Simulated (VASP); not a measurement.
Wanted: the native input for a VASP 6.6.1 run.

| Quantity | Value |
| --- | --- |
| Task | electric field gradients |
| Functional | LDA |
| Potentials or basis | VASP PAW LDA potentials, release 64 (Ga_d, P) |
| Cutoff | 520 eV |
| k mesh | 10 × 10 × 10 |
| Occupations | fermi-dirac, width 0.05 eV |
| Spin | no spin polarisation |
| Dipole correction | no |
| Further INCAR settings | ALGO = Normal; EDIFF = 1e-08; NBANDS = 16 |

The structure of GaP lies in POSCAR:

```
GaP
1.0
    0.0000000000      2.7161353834      2.7161353834
    2.7161353834      0.0000000000      2.7161353834
    2.7161353834      2.7161353834      0.0000000000
Ga P
1 1
Direct
    0.0000000000      0.0000000000      0.0000000000
    0.7500000000      0.7500000000      0.7500000000
```

This cell differs from its parent crystal: volume scaled by 0.99.

These files were run (other wordings do the same):

INCAR

```
SYSTEM = GaP
PREC = Accurate ; ENCUT = 520
EDIFF = 1E-8 ; ISMEAR = -1
SIGMA = 0.05 ; LREAL = .FALSE.
LASPH = .TRUE. ; NELM = 100
ALGO = Normal ; ISIF = 2
LWAVE = .FALSE. ; LCHARG = .FALSE.
LEFG = .TRUE. ; NBANDS = 16
```

KPOINTS

```
Automatic mesh
0
G
  10 10 10
  0 0 0
```

Potentials or basis: VASP PAW LDA potentials, release 64 (Ga_d, P).

Run with:

```console
$ cat potpaw_LDA.64/Ga_d/POTCAR potpaw_LDA.64/P/POTCAR > POTCAR
$ mpirun -np 1 vasp_std > vasp.out
```

It gave:

| Item | Value |
| --- | --- |
| Pressure | -1.8 GPa |
| Band gap on the k mesh | 1.44 eV, indirect (least direct gap 1.72 eV) |

Caveat: without QUAD_EFG the Cq values of the log hold for a quadrupole moment of 1 mb, not for the nuclei.

Run time: 27 s on 1 thread of AMD EPYC 7R43 64-Core Processor (Zen 3), on a shared host, peak memory 0.13 GiB.
